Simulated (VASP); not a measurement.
# InAs (F-43m) in VASP: a series of runs

InAs is run at these levels: PBEsol; tasks: single point, relaxation of cell and atoms.

All numbers are computed with VASP 6.6.1; they aren't measurements. Logs are shortened: lines on timing, memory, paths and dates and some standing lists are left out, and cuts for length are marked.

**1. The cell of the first run**

It takes space group F-43m (No. 216, cubic). The conventional cell has a = 5.963 Å, b = 5.963 Å, c = 5.963 Å, α = 90.00°, β = 90.00°, γ = 90.00°. Within 3.4 Å of In (site symmetry -43m) lie 4 As at 2.58 Å. Within 3.4 Å of As (site symmetry -43m) lie 4 In at 2.58 Å.

**2. Single point, PBEsol**

File INCAR:

```
SYSTEM = InAs
PREC = Accurate
ENCUT = 520
EDIFF = 1E-7
ISMEAR = -1
SIGMA = 0.15
LREAL = .False.
LASPH = .True.
NELM = 100
ALGO = Normal
ISIF = 2
LWAVE = .False.
LCHARG = .False.
GGA = PS
NBANDS = 16
```

File KPOINTS:

```
regular mesh
0
Gamma
  12 12 12
  0 0 0
```

File POSCAR:

```
InAs
1.0
    0.0000000000      2.9813745996      2.9813745996
    2.9813745996      0.0000000000      2.9813745996
    2.9813745996      2.9813745996      0.0000000000
In As
1 1
Direct
    0.0000000000      0.0000000000      0.0000000000
    0.7500000000      0.7500000000      0.7500000000
```

Potentials or basis: VASP PAW PBE potentials, release 64 (In_d, As).

The run is started by

```console
> cat potpaw_PBE.64/In_d/POTCAR potpaw_PBE.64/As/POTCAR > POTCAR
> mpirun -np 1 vasp_std > vasp.out
```

OUTCAR:

```text
SYSTEM = InAs
   PREC = Accurate
   ENCUT = 520
   EDIFF = 1E-7
   ISMEAR = -1
   LREAL = .False.
   LASPH = .True.
   NELM = 100
   ISIF = 2
   GGA = PS

 ion  position               nearest neighbor table
   1  0.000  0.000  0.000-   2 2.58   2 2.58   2 2.58   2 2.58
   2  0.750  0.750  0.750-   1 2.58   1 2.58   1 2.58   1 2.58

  LATTYP: Found a face centered cubic cell.
 ALAT       =     5.9627491992

  Lattice vectors:

 A1 = (   0.0000000000,   2.9813745996,   2.9813745996)
 A2 = (   2.9813745996,   0.0000000000,   2.9813745996)
 A3 = (   2.9813745996,   2.9813745996,   0.0000000000)

Analysis of symmetry for initial positions (statically):
=====================================================================
 Subroutine PRICEL returns:
 Original cell was already a primitive cell.

 Routine SETGRP: Setting up the symmetry group for a
 face centered cubic supercell.

 Subroutine GETGRP returns: Found 24 space group operations
 (whereof 24 operations were pure point group operations)
 out of a pool of 48 trial point group operations.

The static configuration has the point symmetry T_d .

Analysis of symmetry for dynamics (positions and initial velocities):
=====================================================================
 Subroutine PRICEL returns:
 Original cell was already a primitive cell.

 Routine SETGRP: Setting up the symmetry group for a
 face centered cubic supercell.

 Subroutine GETGRP returns: Found 24 space group operations
 (whereof 24 operations were pure point group operations)
 out of a pool of 48 trial point group operations.

The dynamic configuration has the point symmetry T_d .

 Subroutine INISYM returns: Found 24 space group operations
 (whereof 24 operations are pure point group operations),
 and found     1 'primitive' translations

----------------------------------------------------------------------------------------

                                     Primitive cell

  volume of cell :      53.0005

  direct lattice vectors                    reciprocal lattice vectors
     0.000000000  2.981374600  2.981374600    -0.167707875  0.167707875  0.167707875
     2.981374600  0.000000000  2.981374600     0.167707875 -0.167707875  0.167707875
     2.981374600  2.981374600  0.000000000     0.167707875  0.167707875 -0.167707875

  length of vectors
     4.216300393  4.216300393  4.216300393     0.290478561  0.290478561  0.290478561

  position of ions in fractional coordinates (direct lattice)
     0.000000000  0.000000000  0.000000000
     0.750000000  0.750000000  0.750000000

  ion indices of the primitive-cell ions
   primitive index   ion index
                 1           1
                 2           2

----------------------------------------------------------------------------------------

 KPOINTS: regular mesh

Automatic generation of k-mesh.
 Grid dimensions read from file:
 generate k-points for:   12   12   12

 Generating k-lattice:

  Cartesian coordinates                     Fractional coordinates (reciprocal lattice)
    -0.013975656  0.013975656  0.013975656     0.083333333  0.000000000  0.000000000
     0.013975656 -0.013975656  0.013975656     0.000000000  0.083333333  0.000000000
     0.013975656  0.013975656 -0.013975656     0.000000000  0.000000000  0.083333333

  Length of vectors
     0.024206547  0.024206547  0.024206547

  Shift w.r.t. Gamma in fractional coordinates (k-lattice)
     0.000000000  0.000000000  0.000000000

 Subroutine IBZKPT returns following result:
 ===========================================

 Found     72 irreducible k-points:

 Following reciprocal coordinates:
            Coordinates               Weight
  0.000000  0.000000  0.000000      1.000000
  0.083333  0.000000  0.000000      8.000000
  0.166667  0.000000  0.000000      8.000000
  0.250000  0.000000  0.000000      8.000000
  0.333333  0.000000  0.000000      8.000000
  0.416667  0.000000  0.000000      8.000000
[... 16 lines left out ...]
  0.500000  0.166667  0.000000     24.000000
 -0.416667  0.166667  0.000000     24.000000
 [... further k-points ...]
   k-points           NKPTS =     72   k-points in BZ     NKDIM =     72   number of bands    NBANDS=     16
   number of dos      NEDOS =    301   number of ions     NIONS =      2
   total plane-waves  NPLWV =  32768
   dimension x,y,z NGX =    32 NGY =   32 NGZ =   32
   dimension x,y,z NGXF=    64 NGYF=   64 NGZF=   64
   ions per type =               1   1
   NGX,Y,Z   is equivalent  to a cutoff of  12.62, 12.62, 12.62 a.u.
   NGXF,Y,Z  is equivalent  to a cutoff of  25.23, 25.23, 25.23 a.u.
 SYSTEM =  InAs
   PREC   = accura    normal or accurate (medium, high low for compatibility)
   ISTART =      0    job   : 0-new  1-cont  2-samecut
   ICHARG =      2    charge: 1-file 2-atom 10-const
   ISPIN  =      1    spin polarized calculation?
   LNONCOLLINEAR =      F non collinear calculations
   LSORBIT =      F    spin-orbit coupling
   LASPH  =      T    aspherical Exc in radial PAW
   ENCUT  =  520.0 eV  38.22 Ry    6.18 a.u.   7.84  7.84  7.84*2*pi/ulx,y,z
   NELM   =    100;   NELMIN=  2; NELMDL= -5     # of ELM steps
   EDIFF  = 0.1E-06   stopping-criterion for ELM
   LREAL  =      F    real-space projection
   EDIFFG = 0.1E-05   stopping-criterion for IOM
   NSW    =      0    number of steps for IOM
   IBRION =     -1    ionic relax: 0-MD 1-quasi-New 2-CG
   NFREE  =      0    steps in history (QN), initial steepest desc. (CG)
   ISIF   =      2    stress and relaxation
   ISYM   =      2    0-nonsym 1-usesym 2-fastsym
   POTIM  = 0.5000    time-step for ionic-motion
   TEBEG  =    0.0;   TEEND  =   0.0 temperature during run
   PSTRESS=    0.0 pullay stress
   NELECT =      18.0000    total number of electrons
   NUPDOWN=      -1.0000    fix difference up-down
   EMIN   =  10.00;   EMAX   =-10.00  energy-range for DOS
   EFERMI =   0.00;   METHOD = LEGACY
   ISMEAR =    -1;   SIGMA  =   0.15  broadening in eV -4-tet -1-fermi 0-gaus
   EFERMI_NEDOS =   21; number of points for ismear=-14 and -15
   IALGO  =     38    algorithm
   IMIX   =      4    mixing-type and parameters
     AMIX     =   0.40;   BMIX     =  1.00
     AMIX_MAG =   1.60;   BMIX_MAG =  1.00
  volume/ion in A,a.u.               =      26.50       178.83
  Fermi-wavevector in a.u.,A,eV,Ry     =   1.142192  2.158430 17.750196  1.304603
  Thomas-Fermi vector in A             =   2.278890
   LORBIT       =      0    0 simple, 1 ext, 2 COOP (PROOUT), +10 PAW based schemes
   GGA     = PS    functional components
   LHFCALC =     F    Hartree Fock is set to
   AEXX    =    0.0000 exact exchange contribution
   IVDW    =     0    specifies the selected vdW correction
   LEPSILON=     F    determine dielectric tensor
   LRPA    =     F    only Hartree local field effects (RPA)
 non-spin polarized calculation
  energy-cutoff  :      520.00
  volume of cell :       53.00
 maximum number of plane-waves:      1458
   NGX = 15   NGY = 15   NGZ = 15

 number of electron      18.0000004 magnetization

 Free energy of the ion-electron system (eV)
  ---------------------------------------------------
  ext. energy  EPLUGINS =         0.00000000
  ---------------------------------------------------
  free energy    TOTEN  =        -8.44886660 eV

  energy without entropy =       -8.44651316  energy(sigma->0) =       -8.44768988

 E-fermi :   5.2209     XC(G=0):  -9.4693

 val. band max:        4.8098307394   @ k =   0.0000   0.0000   0.0000
 cond. band min:       5.7118835851   @ k =   0.0833   0.0000   0.0000
 fundamental gap:      0.9020528457
 Fermi energy:         5.2208556890

 k-point     1 :       0.0000    0.0000    0.0000
  band No.  band energies     occupation
      1      -9.6181      2.00000
      2      -9.6181      2.00000
      3      -9.6181      2.00000
      4      -9.4712      2.00000
      5      -9.4712      2.00000
      6      -7.3642      2.00000
[... 8 lines left out ...]
     15      14.5868      0.00000
     16      14.5868      0.00000

 k-point     2 :       0.0833    0.0000    0.0000
  band No.  band energies     occupation
      1      -9.6300      2.00000
      2      -9.6149      2.00000
      3      -9.6149      2.00000
      4      -9.4714      2.00000
      5      -9.4714      2.00000
      6      -7.2848      2.00000
[... 8 lines left out ...]
     15      13.9326      0.00000
     16      13.9326      0.00000

 k-point     3 :       0.1667    0.0000    0.0000
  band No.  band energies     occupation
      1      -9.6609      2.00000
      2      -9.6066      2.00000
      3      -9.6066      2.00000
      4      -9.4713      2.00000
      5      -9.4713      2.00000
      6      -7.0557      2.00000
[... 8 lines left out ...]
     15      13.4002      0.00000
     16      13.4002      0.00000

 k-point     4 :       0.2500    0.0000    0.0000
  band No.  band energies     occupation
      1      -9.6998      2.00000
      2      -9.5963      2.00000
      3      -9.5963      2.00000
      4      -9.4699      2.00000
      5      -9.4699      2.00000
      6      -6.7045      2.00000
[... 8 lines left out ...]
     15      13.3698      0.00000
     16      13.3698      0.00000

 k-point     5 :       0.3333    0.0000    0.0000
  band No.  band energies     occupation
      1      -9.7360      2.00000
      2      -9.5878      2.00000
      3      -9.5878      2.00000
      4      -9.4669      2.00000
      5      -9.4669      2.00000
      6      -6.2851      2.00000
[... 8 lines left out ...]
     15      13.9194      0.00000
     16      13.9194      0.00000

 k-point     6 :       0.4167    0.0000    0.0000
  band No.  band energies     occupation
      1      -9.7610      2.00000
      2      -9.5827      2.00000
      3      -9.5827      2.00000
      4      -9.4633      2.00000
      5      -9.4633      2.00000
      6      -5.9044      2.00000
[... 8 lines left out ...]
     15      14.8866      0.00000
     16      14.8866      0.00000

 k-point     7 :       0.5000    0.0000    0.0000
  band No.  band energies     occupation
      1      -9.7699      2.00000
      2      -9.5811      2.00000
      3      -9.5811      2.00000
      4      -9.4618      2.00000
      5      -9.4618      2.00000
      6      -5.7397      2.00000
[... 8 lines left out ...]
     15      15.6639      0.00000
     16      15.6639      0.00000

 k-point     8 :       0.0833    0.0833    0.0000
  band No.  band energies     occupation
      1      -9.6373      2.00000
      2      -9.6119      2.00000
      3      -9.6119      2.00000
      4      -9.4736      2.00000
      5      -9.4695      2.00000
      6      -7.2585      2.00000
[... 8 lines left out ...]
     15      13.2208      0.00000
     16      14.6614      0.00000

 k-point     9 :       0.1667    0.0833    0.0000
  band No.  band energies     occupation
      1      -9.6624      2.00000
      2      -9.6051      2.00000
      3      -9.6036      2.00000
      4      -9.4759      2.00000
      5      -9.4678      2.00000
      6      -7.0798      2.00000
[... 8 lines left out ...]
     15      13.6941      0.00000
     16      14.2445      0.00000
[... 172 lines left out ...]
 k-point    19 :       0.1667    0.1667    0.0000
  band No.  band energies     occupation
      1      -9.6847      2.00000
      2      -9.5949      2.00000
      3      -9.5949      2.00000
      4      -9.4812      2.00000
      5      -9.4646      2.00000
      6      -6.9552      2.00000
[... 8 lines left out ...]
     15      14.3223      0.00000
     16      14.8824      0.00000

 k-point    20 :       0.2500    0.1667    0.0000
  band No.  band energies     occupation
      1      -9.7143      2.00000
      2      -9.5852      2.00000
      3      -9.5835      2.00000
      4      -9.4853      2.00000
      5      -9.4616      2.00000
      6      -6.6952      2.00000
[... 8 lines left out ...]
     15      14.7989      0.00000
     16      14.9872      0.00000

 k-point    21 :       0.3333    0.1667    0.0000
  band No.  band energies     occupation
      1      -9.7435      2.00000
      2      -9.5783      2.00000
      3      -9.5734      2.00000
      4      -9.4861      2.00000
      5      -9.4590      2.00000
      6      -6.3326      2.00000
[... 8 lines left out ...]
     15      14.8844      0.00000
     16      15.0178      0.00000

 k-point    22 :       0.4167    0.1667    0.0000
  band No.  band energies     occupation
      1      -9.7667      2.00000
      2      -9.5744      2.00000
      3      -9.5670      2.00000
      4      -9.4828      2.00000
      5      -9.4576      2.00000
      6      -5.9341      2.00000
[... 8 lines left out ...]
     15      14.9808      0.00000
     16      15.6955      0.00000

 k-point    23 :       0.5000    0.1667    0.0000
  band No.  band energies     occupation
      1      -9.7795      2.00000
      2      -9.5732      2.00000
      3      -9.5649      2.00000
      4      -9.4768      2.00000
      5      -9.4592      2.00000
      6      -5.6268      2.00000
[... 8 lines left out ...]
     15      15.3110      0.00000
     16      15.7829      0.00000

 k-point    24 :      -0.4167    0.1667    0.0000
  band No.  band energies     occupation
      1      -9.7794      2.00000
      2      -9.5738      2.00000
      3      -9.5666      2.00000
      4      -9.4708      2.00000
      5      -9.4642      2.00000
      6      -5.5775      2.00000
[... 8 lines left out ...]
     15      14.5687      0.00000
     16      14.9749      0.00000

 [... further k-points ...]

------------------------ aborting loop because EDIFF is reached ----------------------------------------

  FORCE on cell =-STRESS in cart. coord.  units (eV):
  Direction    XX          YY          ZZ          XY          YZ          ZX
  --------------------------------------------------------------------------------------
  -------------------------------------------------------------------------------------
  Total        1.3618491      1.3618491      1.3618491      0.0000000     -0.0000000      0.0000000
  in kB       41.1680170     41.1680170     41.1680170      0.0000000     -0.0000000      0.0000000
  external PRESSURE =      41.1680170 kB  Pullay stress =       0.0000000 kB

 VOLUME and BASIS-vectors are now :
 -----------------------------------------------------------------------------
  energy-cutoff  :      520.00
  volume of cell :       53.00
      direct lattice vectors                 reciprocal lattice vectors
     0.000000000  2.981374600  2.981374600    -0.167707875  0.167707875  0.167707875
     2.981374600  0.000000000  2.981374600     0.167707875 -0.167707875  0.167707875
     2.981374600  2.981374600  0.000000000     0.167707875  0.167707875 -0.167707875

 POSITION                                       TOTAL-FORCE (eV/Angst)
 -----------------------------------------------------------------------------------
      0.00000      0.00000      0.00000         0.000000      0.000000      0.000000
      4.47206      4.47206      4.47206        -0.000000     -0.000000     -0.000000
 -----------------------------------------------------------------------------------
    total drift:                                0.000000      0.000000      0.000000

  FREE ENERGIE OF THE ION-ELECTRON SYSTEM (eV)
  ---------------------------------------------------
  free  energy   TOTEN  =        -8.4488665951 eV

  energy  without entropy=       -8.4465131595  energy(sigma->0) =       -8.44768988
```

It took 81 s on 1 thread of Intel Xeon 8259CL, shared host; peak memory 0.22 GiB.

Results:

- Free energy: -8.4489 eV
- Pressure: 4.1 GPa
- Band gap on the k mesh: zero (filled and empty bands touch)

Caveat: the cell stands under pressure; semilocal functionals underestimate gaps, and a narrow one can read as zero; the PAW data sets were made with another functional, which shifts forces and pressure a little; spin-orbit coupling is left out, which moves the levels of the heavy elements.

(Part 1 of 2 ends here.)

The gap in the log of VASP goes by the Fermi energy; the results here count the filled bands.